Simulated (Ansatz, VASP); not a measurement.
## Two plane-wave programs on ZnS

The input POSCAR:

```
ZnS
1.0
    3.8110000000      0.0000000000      0.0000000000
   -1.9055000000      3.3004228138      0.0000000000
    0.0000000000      0.0000000000      6.2340000000
Zn S
2 2
Direct
    0.6666666667      0.3333333333      0.5000000000
    0.3333333333      0.6666666667      0.0000000000
    0.6666666667      0.3333333333      0.8850000000
    0.3333333333      0.6666666667      0.3850000000
```

The input INCAR.step1:

```
SYSTEM = ZnS
  PREC = Accurate
  ENCUT = 520
  EDIFF = 1E-5
  ISMEAR = -1
  SIGMA = 0.05
  LREAL = .FALSE.
  LASPH = .TRUE.
  NELM = 80
  ALGO = Normal
  ISIF = 2
  LWAVE = .TRUE.
  LCHARG = .FALSE.
  GGA = PE
  NBANDS = 26
```

File INCAR.step2:

```
SYSTEM = ZnS
  PREC = Accurate
  ENCUT = 520
  EDIFF = 1E-7
  ISMEAR = -1
  SIGMA = 0.05
  LREAL = .FALSE.
  LASPH = .TRUE.
  NELM = 80
  ALGO = Normal
  ISIF = 2
  LWAVE = .FALSE.
  LCHARG = .FALSE.
  GGA = PE
  LHFCALC = .TRUE.
  AEXX = 1.0
  ALDAC = 0.0
  AGGAC = 0.0
  PRECFOCK = Normal
  ISTART = 1
  NBANDS = 26
```

File KPOINTS:

```
regular mesh
0
G
  4 4 3
  0 0 0
```

input.yaml

```yaml
crystal:
  lattice:
    - [3.811, 0.0, 0.0]
    - [-1.9055, 3.3004228138, 0.0]
    - [0.0, 0.0, 6.234]
  atoms:
    - { symbol: Zn, position: [0.6666666667, 0.3333333333, 0.5] }
    - { symbol: Zn, position: [0.3333333333, 0.6666666667, 0.0] }
    - { symbol: S, position: [0.6666666667, 0.3333333333, 0.885] }
    - { symbol: S, position: [0.3333333333, 0.6666666667, 0.385] }
hamiltonian:
  xc: hf
  pseudopotentials: { kind: paw }
kpoints:
  mp_grid: { grid: [4, 4, 3] }
  band_path:
    path:
      - [[0.0, 0.0, 0.0], [0.5, 0.0, 0.0], [0.3333333333, 0.3333333333, 0.0], [0.0, 0.0, 0.0], [0.0, 0.0, 0.5], [0.5, 0.0, 0.5], [0.3333333333, 0.3333333333, 0.5], [0.0, 0.0, 0.5]]
      - [[0.5, 0.0, 0.5], [0.5, 0.0, 0.0]]
      - [[0.3333333333, 0.3333333333, 0.0], [0.3333333333, 0.3333333333, 0.5]]
    npoints: 4
scf:
  occupations: { method: fermi_dirac, width: 0.05 }
  n_extra_bands: 10
output:
  forces: true
  stress: true
  eigenvalues: true
  fatbands: false
  write_density: true
  write_potential: true
  elf: true
  volumetric_format: npy
```

Alike in both runs: functional HF; k mesh 4 × 4 × 3; occupations fermi-dirac, width 0.05 eV; no spin polarisation.

```csv
,VASP,Ansatz
version,VASP 6.6.1,Ansatz 0.2.0
potentials or method,"VASP PAW PBE potentials, release 64 (Zn, S)",Ansatz PAW
plane-wave cutoff (eV),520,420
valence electrons in the cell,36,36
task,single point,band structure
```

Ansatz gave:

| Item | Value |
| --- | --- |
| gap on the k mesh at the Fermi level (eV) | 10.36 |
| least direct gap on the mesh (eV) | 10.36 |
| pressure (GPa) | 9.6 |
| traceless stress, the component that is largest in VASP (GPa) | -2.21 |
| rms of the force components (eV/Å) | 0.224 |

**Question.** Estimate VASP's values.

**Answer.** gap on the k mesh at the Fermi level (eV): 10.39; least direct gap on the mesh (eV): 10.39; pressure (GPa): 8.9; traceless stress, the component that is largest in VASP (GPa): -2.16; rms of the force components (eV/Å): 0.221.

VASP's potentials were made for PBE, not for HF. Atom by atom the forces differ by 0.003 eV/Å (rms over components).

The k mesh is coarse, so the values compare programs but aren't converged.
